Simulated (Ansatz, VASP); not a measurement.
## One calculation of SrCl2, two programs

The input INCAR:

```
SYSTEM = SrCl2
ALGO     = Normal         ! electronic algorithm
EDIFF    = 1E-6           ! SCF threshold, eV
ENCUT    = 520            ! plane-wave cutoff, eV
GGA      = PE             ! functional
ISIF     = 2              ! what is computed and relaxed
ISMEAR   = 0              ! smearing method
LASPH    = .TRUE.         ! aspherical terms in the spheres
LCHARG   = .TRUE.         ! write CHGCAR
LELF     = .TRUE.         ! ELF
LREAL    = .FALSE.        ! projectors in reciprocal space
LVHAR    = .TRUE.       
LWAVE    = .FALSE.        ! write WAVECAR
NBANDS   = 19             ! bands
NELM     = 80             ! most SCF steps
PREC     = Accurate       ! precision mode
SIGMA    = 0.05           ! smearing width, eV
```

KPOINTS

```
k-points
0
G
  6 6 6
  0 0 0
```

POSCAR

```
SrCl2
1.0
    0.0000000000      3.4631227965      3.5760205996
    3.4631227965      0.0000000000      3.5760205996
    3.4631227965      3.4631227965      0.0000000000
Sr Cl
1 2
Direct
    0.0000000000      0.0000000000      0.0000000000
    0.2500000000      0.2500000000      0.2500000000
    0.7500000000      0.7500000000      0.7500000000
```

Input for Ansatz:

```yaml
crystal:
  lattice:
    - [0.0, 3.4631227965, 3.5760205996]
    - [3.4631227965, 0.0, 3.5760205996]
    - [3.4631227965, 3.4631227965, 0.0]
  atoms:
    - { symbol: Sr, position: [0.0, 0.0, 0.0] }
    - { symbol: Cl, position: [0.25, 0.25, 0.25] }
    - { symbol: Cl, position: [0.75, 0.75, 0.75] }
basis:
  ecutwfc: 420
kpoints:
  mp_grid: { grid: [6, 6, 6] }
hamiltonian:
  xc: pbe
scf:
  occupations: { method: gaussian, width: 0.05 }
output:
  forces: true
  stress: true
  eigenvalues: true
```

Alike in both runs: task single point; functional PBE; k mesh 6 × 6 × 6; occupations gaussian, width 0.05 eV; no spin polarisation.

```csv
,VASP,Ansatz
version,VASP 6.6.1,Ansatz 0.2.0
potentials or method,"VASP PAW PBE potentials, release 64 (Sr_sv, Cl), cutoff 520 eV","scalar-relativistic, plane waves, PAW"
valence electrons in the cell,24,24
```

|  | VASP | Ansatz | Ansatz less VASP |
| --- | --- | --- | --- |
| gap on the k mesh at the Fermi level (eV) | 5.19 | 5.20 | +0.005 |
| least direct gap on the mesh (eV) | 5.43 | 5.43 | +0.002 |
| pressure (GPa) | 0.7 | 0.6 | -0.08 |
| traceless stress, the component that is largest in VASP (GPa) | -1.08 | -1.08 | -0.006 |

The functional is the same, so the differences come from potentials, cutoffs and numerics.
